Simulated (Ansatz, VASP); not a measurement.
**CsVRh3 in VASP and in Ansatz**

File INCAR:

```
SYSTEM = CsVRh3
PREC     = Accurate       ! precision mode
ENCUT    = 520            ! plane-wave cutoff, eV
EDIFF    = 1E-6           ! SCF threshold, eV
ISMEAR   = 0              ! smearing method
SIGMA    = 0.0474         ! smearing width, eV
LREAL    = .FALSE.        ! projectors in reciprocal space
LASPH    = .TRUE.         ! aspherical terms in the spheres
NELM     = 60             ! most SCF steps
ALGO     = Normal         ! electronic algorithm
ISIF     = 2              ! what is computed and relaxed
LWAVE    = .FALSE.        ! write WAVECAR
LCHARG   = .TRUE.         ! write CHGCAR
GGA      = PE             ! functional
LELF     = .TRUE.         ! ELF
LVHAR    = .TRUE.       
NBANDS   = 78             ! bands
```

File KPOINTS:

```
regular mesh
0
G
  3 3 4
  0 0 0
```

The input POSCAR:

```
CsVRh3
1.0
    6.3934200000      0.0000000000      0.0000000000
   -3.1967100000      5.5368670000      0.0000000000
    0.0000000000      0.0000000000      5.4199080000
V Cs Rh
2 2 6
Direct
    0.0000000000      0.0000000000      0.0000000000
    0.0000000000      0.0000000000      0.5000000000
    0.3333000000      0.6667000000      0.7500000000
    0.6666000000      0.3333000000      0.2500000000
    0.1666000000      0.3332000000      0.2500000000
    0.8334000000      0.1666000000      0.7500000000
    0.6668000000      0.8334000000      0.2500000000
    0.8334000000      0.6668000000      0.7500000000
    0.1666000000      0.8334000000      0.2500000000
    0.3332000000      0.1666000000      0.7500000000
```

Input for Ansatz:

```yaml
crystal:
  lattice:
    - [6.39342, 0.0, 0.0]
    - [-3.19671, 5.536867, 0.0]
    - [0.0, 0.0, 5.419908]
  atoms:
    - { symbol: V, position: [0.0, 0.0, 0.0] }
    - { symbol: V, position: [0.0, 0.0, 0.5] }
    - { symbol: Cs, position: [0.3333, 0.6667, 0.75] }
    - { symbol: Cs, position: [0.6666, 0.3333, 0.25] }
    - { symbol: Rh, position: [0.1666, 0.3332, 0.25] }
    - { symbol: Rh, position: [0.8334, 0.1666, 0.75] }
    - { symbol: Rh, position: [0.6668, 0.8334, 0.25] }
    - { symbol: Rh, position: [0.8334, 0.6668, 0.75] }
    - { symbol: Rh, position: [0.1666, 0.8334, 0.25] }
    - { symbol: Rh, position: [0.3332, 0.1666, 0.75] }
  symmetry: { tolerance: 0.0003 }
kpoints:
  mp_grid: { grid: [3, 3, 4], shift: [0, 0, 0] }
magnetization:
  spin_polarized: false
scf:
  occupations: { method: gaussian, width: 0.0474 }
hamiltonian:
  pseudopotentials: { kind: paw }
  xc: pbe
basis:
  ecutwfc: 420
output:
  forces: true
  stress: true
  eigenvalues: true
```

Alike in both runs: task single point; functional PBE; k mesh 3 × 3 × 4; occupations gaussian, width 0.0474 eV; no spin polarisation.

|  | VASP | Ansatz |
| --- | --- | --- |
| version | VASP 6.6.1 | Ansatz 0.2.0 |
| potentials or method | VASP PAW PBE potentials, release 64 (V_sv, Cs_sv, Rh_pv), cutoff 520 eV | PAW plane waves |
| valence electrons in the cell | 134 | 146 |

```csv
,VASP,Ansatz,Ansatz less VASP
gap on the k mesh at the Fermi level (eV),none,none,-
pressure (GPa),11.8,11.0,-0.79
"traceless stress, the component that is largest in VASP (GPa)",-0.37,-0.40,-0.028
rms of the force components (eV/Å),0.722,0.693,-0.0289
```

Atom by atom the forces differ by 0.029 eV/Å (rms over components). A gap of «none» marks a metal or a gap that the smearing closes. VASP's potentials hold 134 valence electrons a cell and Ansatz's 146, so a difference there can come from the potentials and not from the codes. Ansatz's warnings: structure snapped to symmetry.

The k mesh is coarse, so the values compare programs but aren't converged. Spin-orbit coupling is off throughout.
